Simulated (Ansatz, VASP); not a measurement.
One calculation of BN, two programs

The input INCAR:

```
  PREC = Accurate
  ENCUT = 600
  EDIFF = 1E-6
  ISMEAR = 0
  SIGMA = 0.1
  LREAL = False
  LASPH = True
  NELM = 120
  ALGO = Normal
  ISIF = 2
  LWAVE = False
  LCHARG = False
  GGA = PE
  IVDW = 13
  NBANDS = 16
  GGA_COMPAT = False
```

The input KPOINTS:

```
Automatic mesh
0
Gamma
  9 9 4
```

File POSCAR:

```
BN
1.0
    2.4982400000      0.0000000000      0.0000000000
   -1.2491200000      2.1635393048      0.0000000000
    0.0000000000      0.0000000000      6.6357000000
B N
2 2
Direct
    0.3333333333      0.6666666667      0.2500000000
    0.6666666667      0.3333333333      0.7500000000
    0.3333333333      0.6666666667      0.7500000000
    0.6666666667      0.3333333333      0.2500000000
```

Input for Ansatz:

```yaml
crystal:
  lattice:
    - [2.49824, 0.0, 0.0]
    - [-1.24912, 2.1635393048, 0.0]
    - [0.0, 0.0, 6.6357]
  atoms:
    - { symbol: B, position: [0.3333333333, 0.6666666667, 0.25] }
    - { symbol: B, position: [0.6666666667, 0.3333333333, 0.75] }
    - { symbol: "N", position: [0.3333333333, 0.6666666667, 0.75] }
    - { symbol: "N", position: [0.6666666667, 0.3333333333, 0.25] }
basis:
  ecutwfc: 420
kpoints:
  mp_grid: { grid: [9, 9, 4] }
hamiltonian:
  xc: pbe
  dispersion: d4
scf:
  occupations: { method: gaussian, width: 0.1 }
output:
  forces: true
  stress: true
  eigenvalues: true
```

Alike in both runs: task single point; functional PBE; dispersion D4; k mesh 9 × 9 × 4; occupations gaussian, width 0.1 eV; no spin polarisation.

|  | VASP | Ansatz |
| --- | --- | --- |
| version | VASP 6.6.1 | Ansatz 0.2.0 |
| potentials or method | VASP PAW PBE potentials, release 64 (B, N), cutoff 600 eV | scalar-relativistic, plane waves, PAW |
| valence electrons in the cell | 16 | 16 |

```tsv
	VASP	Ansatz	Ansatz less VASP
gap on the k mesh at the Fermi level (eV)	4.41	4.41	+0.007
least direct gap on the mesh (eV)	4.66	4.66	+0.003
pressure (GPa)	2.3	2.4	+0.09
traceless stress, the component that is largest in VASP (GPa)	-2.98	-2.83	+0.147
```
